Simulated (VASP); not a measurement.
The system is Ge.

```
Ge
1.0
     0.00000    2.84765    2.84765
     2.84765    0.00000    2.84765
     2.84765    2.84765    0.00000
Ge
2
Direct
  0.75000 0.75000 0.75000
  0.50000 0.50000 0.50000
```

Base run:

| Quantity | Value |
| --- | --- |
| Program | VASP 6.6.1 |
| Functional | SVWN5 |
| Potentials or basis | VASP PAW PBE potentials, release 64 (Ge_d) |
| Cutoff | 520 eV |
| k mesh | 8 × 8 × 8 |
| Occupations | fermi-dirac, width 0.05 eV |
| Spin | no spin polarisation |

Its results: band gap on the k mesh zero (band 14 reaches 4.49 eV, above the bottom of band 15 at 4.48 eV); pressure -2.5 GPa.

Problem. After a change of settings the same cell gave: band gap on the k mesh zero (filled and empty bands touch); pressure 11.9 GPa. Which change was it?
A. functional from SVWN5 to BLYP; dispersion from none to D4
B. functional from SVWN5 to RPBE; dispersion from none to D3(BJ)
C. functional from SVWN5 to revPBE; dispersion from none to D3(BJ)
D. functional from SVWN5 to PBE exchange alone

Solution. D.

Caveats: the PAW data sets were made with another functional, which shifts forces and pressure a little (some runs).
